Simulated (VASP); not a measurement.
# TaN (Fm-3m) in VASP: notebook

The runs below take TaN through single point, with PBE.

Everything below comes from runs of VASP 6.6.1. Logs are shortened: lines on timing, memory, paths and dates and some standing lists are left out, and cuts for length are marked.

### 1 The cell of the first run

It takes space group Fm-3m (No. 225, cubic). The conventional cell has a = 4.390 Å, b = 4.390 Å, c = 4.390 Å, α = 90.00°, β = 90.00°, γ = 90.00°. Within 2.9 Å of Ta (site symmetry m-3m) lie 6 N at 2.20 Å. Within 2.9 Å of N (site symmetry m-3m) lie 6 Ta at 2.20 Å.

### 2 Single point, PBE

Contents of INCAR:

```
PREC = Accurate
ENCUT = 600
EDIFF = 1E-6
ISMEAR = 0
SIGMA = 0.1
LREAL = F
LASPH = T
NELM = 120
ALGO = Normal
ISIF = 2
LWAVE = F
LCHARG = F
GGA = PE
NBANDS = 15
GGA_COMPAT = F
```

Contents of KPOINTS:

```
regular mesh
0
Gamma
  8 8 8
```

Contents of POSCAR:

```
TaN
1.0
    0.0000000000      2.1951566050      2.1951566050
    2.1951566050      0.0000000000      2.1951566050
    2.1951566050      2.1951566050      0.0000000000
Ta N
1 1
Direct
    0.5000000000      0.5000000000      0.5000000000
    0.0000000000      0.0000000000      0.0000000000
```

Potentials or basis: VASP PAW PBE potentials, release 64 (Ta_pv, N).

Launch:

```sh
> cat potpaw_PBE.64/Ta_pv/POTCAR potpaw_PBE.64/N/POTCAR > POTCAR
> mpirun -np 1 vasp_std > vasp.out
```

OUTCAR:

```text
PREC = Accurate
   ENCUT = 600
   EDIFF = 1E-6
   ISMEAR = 0
   LREAL = F
   LASPH = T
   NELM = 120
   ISIF = 2
   GGA = PE

 ion  position               nearest neighbor table
   1  0.500  0.500  0.500-   2 2.20   2 2.20   2 2.20   2 2.20   2 2.20   2 2.20
   2  0.000  0.000  0.000-   1 2.20   1 2.20   1 2.20   1 2.20   1 2.20   1 2.20

  LATTYP: Found a face centered cubic cell.
 ALAT       =     4.3903132100

  Lattice vectors:

 A1 = (   0.0000000000,   2.1951566050,   2.1951566050)
 A2 = (   2.1951566050,   0.0000000000,   2.1951566050)
 A3 = (   2.1951566050,   2.1951566050,   0.0000000000)

Analysis of symmetry for initial positions (statically):
=====================================================================
 Subroutine PRICEL returns:
 Original cell was already a primitive cell.

 Routine SETGRP: Setting up the symmetry group for a
 face centered cubic supercell.

 Subroutine GETGRP returns: Found 48 space group operations
 (whereof 48 operations were pure point group operations)
 out of a pool of 48 trial point group operations.

The static configuration has the point symmetry O_h .

Analysis of symmetry for dynamics (positions and initial velocities):
=====================================================================
 Subroutine PRICEL returns:
 Original cell was already a primitive cell.

 Routine SETGRP: Setting up the symmetry group for a
 face centered cubic supercell.

 Subroutine GETGRP returns: Found 48 space group operations
 (whereof 48 operations were pure point group operations)
 out of a pool of 48 trial point group operations.

The dynamic configuration has the point symmetry O_h .

 Subroutine INISYM returns: Found 48 space group operations
 (whereof 48 operations are pure point group operations),
 and found     1 'primitive' translations

----------------------------------------------------------------------------------------

                                     Primitive cell

  volume of cell :      21.1557

  direct lattice vectors                    reciprocal lattice vectors
     0.000000000  2.195156605  2.195156605    -0.227774182  0.227774182  0.227774182
     2.195156605  0.000000000  2.195156605     0.227774182 -0.227774182  0.227774182
     2.195156605  2.195156605  0.000000000     0.227774182  0.227774182 -0.227774182

  length of vectors
     3.104420242  3.104420242  3.104420242     0.394516456  0.394516456  0.394516456

  position of ions in fractional coordinates (direct lattice)
     0.500000000  0.500000000  0.500000000
     0.000000000  0.000000000  0.000000000

  ion indices of the primitive-cell ions
   primitive index   ion index
                 1           1
                 2           2

----------------------------------------------------------------------------------------

 KPOINTS: regular mesh

Automatic generation of k-mesh.
 Grid dimensions read from file:
 generate k-points for:    8    8    8

 Generating k-lattice:

  Cartesian coordinates                     Fractional coordinates (reciprocal lattice)
    -0.028471773  0.028471773  0.028471773     0.125000000  0.000000000  0.000000000
     0.028471773 -0.028471773  0.028471773     0.000000000  0.125000000  0.000000000
     0.028471773  0.028471773 -0.028471773     0.000000000  0.000000000  0.125000000

  Length of vectors
     0.049314557  0.049314557  0.049314557

  Shift w.r.t. Gamma in fractional coordinates (k-lattice)
     0.000000000  0.000000000  0.000000000

 Subroutine IBZKPT returns following result:
 ===========================================

 Found     29 irreducible k-points:

 Following reciprocal coordinates:
            Coordinates               Weight
  0.000000  0.000000  0.000000      1.000000
  0.125000  0.000000  0.000000      8.000000
  0.250000  0.000000  0.000000      8.000000
  0.375000  0.000000  0.000000      8.000000
  0.500000  0.000000  0.000000      4.000000
  0.125000  0.125000  0.000000      6.000000
[... 16 lines left out ...]
  0.500000  0.250000  0.125000     48.000000
 -0.375000  0.250000  0.125000     24.000000
 [... further k-points ...]
   k-points           NKPTS =     29   k-points in BZ     NKDIM =     29   number of bands    NBANDS=     15
   number of dos      NEDOS =    301   number of ions     NIONS =      2
   total plane-waves  NPLWV =  21952
   dimension x,y,z NGX =    28 NGY =   28 NGZ =   28
   dimension x,y,z NGXF=    56 NGYF=   56 NGZF=   56
   ions per type =               1   1
   NGX,Y,Z   is equivalent  to a cutoff of  14.99, 14.99, 14.99 a.u.
   NGXF,Y,Z  is equivalent  to a cutoff of  29.99, 29.99, 29.99 a.u.
 SYSTEM =  unknown system
   PREC   = accura    normal or accurate (medium, high low for compatibility)
   ISTART =      0    job   : 0-new  1-cont  2-samecut
   ICHARG =      2    charge: 1-file 2-atom 10-const
   ISPIN  =      1    spin polarized calculation?
   LNONCOLLINEAR =      F non collinear calculations
   LSORBIT =      F    spin-orbit coupling
   LASPH  =      T    aspherical Exc in radial PAW
   ENCUT  =  600.0 eV  44.10 Ry    6.64 a.u.   6.20  6.20  6.20*2*pi/ulx,y,z
   NELM   =    120;   NELMIN=  2; NELMDL= -5     # of ELM steps
   EDIFF  = 0.1E-05   stopping-criterion for ELM
   LREAL  =      F    real-space projection
   EDIFFG = 0.1E-04   stopping-criterion for IOM
   NSW    =      0    number of steps for IOM
   IBRION =     -1    ionic relax: 0-MD 1-quasi-New 2-CG
   NFREE  =      0    steps in history (QN), initial steepest desc. (CG)
   ISIF   =      2    stress and relaxation
   ISYM   =      2    0-nonsym 1-usesym 2-fastsym
   POTIM  = 0.5000    time-step for ionic-motion
   TEBEG  =    0.0;   TEEND  =   0.0 temperature during run
   PSTRESS=    0.0 pullay stress
   NELECT =      16.0000    total number of electrons
   NUPDOWN=      -1.0000    fix difference up-down
   EMIN   =  10.00;   EMAX   =-10.00  energy-range for DOS
   EFERMI =   0.00;   METHOD = LEGACY
   ISMEAR =     0;   SIGMA  =   0.10  broadening in eV -4-tet -1-fermi 0-gaus
   EFERMI_NEDOS =   21; number of points for ismear=-14 and -15
   IALGO  =     38    algorithm
   IMIX   =      4    mixing-type and parameters
     AMIX     =   0.40;   BMIX     =  1.00
     AMIX_MAG =   1.60;   BMIX_MAG =  1.00
  volume/ion in A,a.u.               =      10.58        71.38
  Fermi-wavevector in a.u.,A,eV,Ry     =   1.491555  2.818631 30.269382  2.224737
  Thomas-Fermi vector in A             =   2.604195
   LORBIT       =      0    0 simple, 1 ext, 2 COOP (PROOUT), +10 PAW based schemes
   GGA     = PE    functional components
   LHFCALC =     F    Hartree Fock is set to
   AEXX    =    0.0000 exact exchange contribution
   IVDW    =     0    specifies the selected vdW correction
   LEPSILON=     F    determine dielectric tensor
   LRPA    =     F    only Hartree local field effects (RPA)
 non-spin polarized calculation
 Gauss-broadening in eV      SIGMA  =   0.10
  energy-cutoff  :      600.00
  volume of cell :       21.16
 maximum number of plane-waves:       725
 NGX is ok and might be reduce to    28
   NGX = 13   NGY = 13   NGZ = 13

 number of electron      16.0000000 magnetization

 Free energy of the ion-electron system (eV)
  ---------------------------------------------------
  ext. energy  EPLUGINS =         0.00000000
  ---------------------------------------------------
  free energy    TOTEN  =       -21.79556242 eV

  energy without entropy =      -21.79232734  energy(sigma->0) =      -21.79394488

 E-fermi :   9.6616     XC(G=0): -13.4643

 val. band max:        9.5893560037   @ k =  -0.2500   0.3750   0.1250
 cond. band min:       9.6748559580   @ k =   0.0000   0.0000   0.0000
 fundamental gap:      0.0854999543
 Fermi energy:         9.6616234744

 k-point     1 :       0.0000    0.0000    0.0000
  band No.  band energies     occupation
      1     -26.1538      2.00000
      2     -26.1538      2.00000
      3     -26.1538      2.00000
      4      -9.2999      2.00000
      5       5.7660      2.00000
      6       5.7660      2.00000
      7       5.7660      2.00000
      8       7.4874      2.00000
      9       7.4874      2.00000
     10       7.4874      2.00000
     11       9.6749      0.85155
     12       9.6749      0.85154
     13      11.1694      0.00000
     14      19.0125      0.00000
     15      21.9944      0.00000

 k-point     2 :       0.1250    0.0000    0.0000
  band No.  band energies     occupation
      1     -26.2903      2.00000
      2     -26.1662      2.00000
      3     -26.1662      2.00000
      4      -8.9263      2.00000
      5       4.2123      2.00000
      6       4.7150      2.00000
      7       4.7150      2.00000
      8       8.0163      2.00000
      9       8.0163      2.00000
     10       8.0525      2.00000
     11      11.0284      0.00000
     12      11.0284      0.00000
     13      12.2057      0.00000
     14      20.1321      0.00000
     15      21.9941      0.00000

 k-point     3 :       0.2500    0.0000    0.0000
  band No.  band energies     occupation
      1     -26.6057      2.00000
      2     -26.1961      2.00000
      3     -26.1961      2.00000
      4      -7.9626      2.00000
      5       1.9089      2.00000
      6       3.2830      2.00000
      7       3.2830      2.00000
      8       8.8325      2.00000
      9       9.2145      2.00000
     10       9.2145      2.00000
     11      13.5498      0.00000
     12      13.5498      0.00000
     13      14.0216      0.00000
     14      21.9558      0.00000
     15      22.0809      0.00000

 k-point     4 :       0.3750    0.0000    0.0000
  band No.  band energies     occupation
      1     -26.9034      2.00000
      2     -26.2256      2.00000
      3     -26.2256      2.00000
      4      -6.8283      2.00000
      5       0.0074      2.00000
      6       2.3222      2.00000
      7       2.3222      2.00000
      8      10.2047      0.00000
      9      10.7212      0.00000
     10      10.7212      0.00000
     11      14.5488      0.00000
     12      15.9721      0.00000
     13      15.9721      0.00000
     14      21.3956      0.00000
     15      22.0278      0.00000
[... 307 lines left out ...]
 k-point    22 :       0.3750    0.2500    0.1250
  band No.  band energies     occupation
      1     -26.6646      2.00000
      2     -26.3545      2.00000
      3     -26.2429      2.00000
      4      -7.6195      2.00000
      5       1.1433      2.00000
      6       3.2110      2.00000
      7       3.5895      2.00000
      8       7.3898      2.00000
      9      10.8880      0.00000
     10      11.2594      0.00000
     11      11.7865      0.00000
     12      13.9966      0.00000
     13      17.1055      0.00000
     14      21.9705      0.00000
     15      22.6781      0.00000

 k-point    23 :       0.5000    0.2500    0.1250
  band No.  band energies     occupation
      1     -26.8205      2.00000
      2     -26.4363      2.00000
      3     -26.2863      2.00000
      4      -7.0719      2.00000
      5       0.6292      2.00000
      6       2.5173      2.00000
      7       2.9647      2.00000
      8       8.4529      2.00000
      9      11.5487      0.00000
     10      11.7644      0.00000
     11      13.2831      0.00000
     12      15.7535      0.00000
     13      17.8424      0.00000
     14      20.3730      0.00000
     15      22.0087      0.00000

 k-point    24 :      -0.3750    0.2500    0.1250
  band No.  band energies     occupation
      1     -26.8873      2.00000
      2     -26.4581      2.00000
      3     -26.3124      2.00000
      4      -6.8436      2.00000
      5       0.4090      2.00000
      6       2.4805      2.00000
      7       2.5502      2.00000
      8       9.8184      0.02665
      9      10.2735      0.00000
     10      12.2437      0.00000
     11      14.7989      0.00000
     12      16.0009      0.00000
     13      18.0586      0.00000
     14      19.9170      0.00000
     15      22.0060      0.00000

 [... further k-points ...]

------------------------ aborting loop because EDIFF is reached ----------------------------------------

  FORCE on cell =-STRESS in cart. coord.  units (eV):
  Direction    XX          YY          ZZ          XY          YZ          ZX
  --------------------------------------------------------------------------------------
  -------------------------------------------------------------------------------------
  Total        0.9511305      0.9511305      0.9511305      0.0000000      0.0000000      0.0000000
  in kB       72.0317822     72.0317822     72.0317822      0.0000000      0.0000000      0.0000000
  external PRESSURE =      72.0317822 kB  Pullay stress =       0.0000000 kB

 VOLUME and BASIS-vectors are now :
 -----------------------------------------------------------------------------
  energy-cutoff  :      600.00
  volume of cell :       21.16
      direct lattice vectors                 reciprocal lattice vectors
     0.000000000  2.195156605  2.195156605    -0.227774182  0.227774182  0.227774182
     2.195156605  0.000000000  2.195156605     0.227774182 -0.227774182  0.227774182
     2.195156605  2.195156605  0.000000000     0.227774182  0.227774182 -0.227774182

 POSITION                                       TOTAL-FORCE (eV/Angst)
 -----------------------------------------------------------------------------------
      2.19516      2.19516      2.19516        -0.000000      0.000000      0.000000
      0.00000      0.00000      0.00000         0.000000     -0.000000     -0.000000
 -----------------------------------------------------------------------------------
    total drift:                                0.000000      0.000000      0.000000

  FREE ENERGIE OF THE ION-ELECTRON SYSTEM (eV)
  ---------------------------------------------------
  free  energy   TOTEN  =       -21.7955624202 eV

  energy  without entropy=      -21.7923273426  energy(sigma->0) =      -21.79394488
```

Run time: 8.7 s. Hardware: 1 thread of Intel Xeon Platinum 8559C (Emerald Rapids), shared host; peak memory 0.16 GiB.

What came out:

| Property | Result |
| --- | --- |
| Free energy | -21.7956 eV |
| Pressure | 7.2 GPa |
| Band gap on the k mesh | zero (bands 8 and 9 overlap by 4.04 eV) |

Caveat: the cell stands under pressure; spin-orbit coupling is left out, which moves the levels of the heavy elements.

### 3 Single point, PBE, collinear spin

Contents of INCAR:

```
PREC = Accurate
ENCUT = 600
EDIFF = 1E-6
ISMEAR = 0
SIGMA = 0.1
LREAL = F
LASPH = T
NELM = 200
ALGO = Normal
ISIF = 2
LWAVE = F
LCHARG = F
ISPIN = 2
MAGMOM = 1 0
LORBIT = 11
LMAXMIX = 4
GGA = PE
NBANDS = 19
GGA_COMPAT = F
```

KPOINTS is that of step 2.

POSCAR is that of step 2.

Potentials or basis: VASP PAW PBE potentials, release 64 (Ta_pv, N).

Launch:

```sh
> cat potpaw_PBE.64/Ta_pv/POTCAR potpaw_PBE.64/N/POTCAR > POTCAR
> mpirun -np 1 vasp_std > vasp.out
```

OUTCAR:

```text
PREC = Accurate
   ENCUT = 600
   EDIFF = 1E-6
   ISMEAR = 0
   LREAL = F
   LASPH = T
   NELM = 200
   ISIF = 2
   ISPIN = 2
   LORBIT = 11
   GGA = PE

 ion  position               nearest neighbor table
   1  0.500  0.500  0.500-   2 2.20   2 2.20   2 2.20   2 2.20   2 2.20   2 2.20
   2  0.000  0.000  0.000-   1 2.20   1 2.20   1 2.20   1 2.20   1 2.20   1 2.20

  LATTYP: Found a face centered cubic cell.
 ALAT       =     4.3903132100

  Lattice vectors:

 A1 = (   0.0000000000,   2.1951566050,   2.1951566050)
 A2 = (   2.1951566050,   0.0000000000,   2.1951566050)
 A3 = (   2.1951566050,   2.1951566050,   0.0000000000)

Analysis of symmetry for initial positions (statically):
=====================================================================
 Subroutine PRICEL returns:
 Original cell was already a primitive cell.

 Routine SETGRP: Setting up the symmetry group for a
 face centered cubic supercell.

 Subroutine GETGRP returns: Found 48 space group operations
[... 729 lines left out ...]
      5       5.7664      1.00000
      6       5.7664      1.00000
[... 517 lines left out ...]
     18      31.3683      0.00000
     19      31.4523      0.00000

 [... further k-points ...]

------------------------ aborting loop because EDIFF is reached ----------------------------------------

  FORCE on cell =-STRESS in cart. coord.  units (eV):
  Direction    XX          YY          ZZ          XY          YZ          ZX
  --------------------------------------------------------------------------------------
  -------------------------------------------------------------------------------------
  Total        0.9507693      0.9507693      0.9507693      0.0000000     -0.0000000     -0.0000000
  in kB       72.0044322     72.0044322     72.0044322      0.0000000     -0.0000000     -0.0000000
  external PRESSURE =      72.0044322 kB  Pullay stress =       0.0000000 kB

 VOLUME and BASIS-vectors are now :
 -----------------------------------------------------------------------------
  energy-cutoff  :      600.00
  volume of cell :       21.16
      direct lattice vectors                 reciprocal lattice vectors
     0.000000000  2.195156605  2.195156605    -0.227774182  0.227774182  0.227774182
     2.195156605  0.000000000  2.195156605     0.227774182 -0.227774182  0.227774182
     2.195156605  2.195156605  0.000000000     0.227774182  0.227774182 -0.227774182

 POSITION                                       TOTAL-FORCE (eV/Angst)
 -----------------------------------------------------------------------------------
      2.19516      2.19516      2.19516         0.000000      0.000000     -0.000000
      0.00000      0.00000      0.00000        -0.000000     -0.000000      0.000000
 -----------------------------------------------------------------------------------
    total drift:                                0.000000      0.000000      0.000000

  FREE ENERGIE OF THE ION-ELECTRON SYSTEM (eV)
  ---------------------------------------------------
  free  energy   TOTEN  =       -21.7955619630 eV

  energy  without entropy=      -21.7923265673  energy(sigma->0) =      -21.79394427

 total charge

# of ion       s       p       d       tot
------------------------------------------
    1        0.274   6.224   2.460   8.958
    2        1.226   2.539   0.000   3.764
--------------------------------------------------
tot          1.499   8.762   2.460  12.722

 magnetization (x)

# of ion       s       p       d       tot
------------------------------------------
    1        0.000   0.000  -0.000  -0.000
    2       -0.000  -0.000   0.000  -0.000
--------------------------------------------------
tot          0.000  -0.000  -0.000  -0.000
```

It took 21 s on 1 thread of Intel Xeon Platinum 8559C (Emerald Rapids), shared host; peak memory 0.18 GiB.

Results:

| Property | Result |
| --- | --- |
| Free energy | -21.7956 eV |
| Pressure | 7.2 GPa |
| Band gap on the k mesh | zero (filled and empty bands overlap) |
| Net moment | 0.00 μB per cell |
| Valence electrons inside the program's atomic spheres | Ta 8.96; N 3.76 |

Levels at points of the mesh, in eV from the Fermi level:
Spin up:
```csv
k point,band 4,band 5,band 6,band 7,band 8,band 9,band 10,band 11,band 12,band 13
"(0.00, 0.00, 0.00)",-18.96,-3.90,-3.90,-3.90,-2.17,-2.17,-2.17,0.01,0.01,1.51
"(0.50, 0.00, 0.00)",-15.91,-10.47,-7.67,-7.67,1.87,1.87,1.96,3.78,7.53,7.53
"(0.50, 0.50, 0.00)",-17.70,-6.71,-5.56,-4.71,-4.71,2.08,3.52,3.52,4.54,6.82
```
Spin down:
```csv
k point,band 5,band 6,band 7,band 8,band 9,band 10,band 11,band 12
"(0.00, 0.00, 0.00)",-3.90,-3.90,-3.90,-2.17,-2.17,-2.17,0.01,0.01
"(0.50, 0.00, 0.00)",-10.47,-7.67,-7.67,1.87,1.87,1.96,3.78,7.53
"(0.50, 0.50, 0.00)",-6.71,-5.56,-4.71,-4.71,2.08,3.52,3.52,4.54
```

Caveat: the cell stands under pressure; spin-orbit coupling is left out, which moves the levels of the heavy elements.
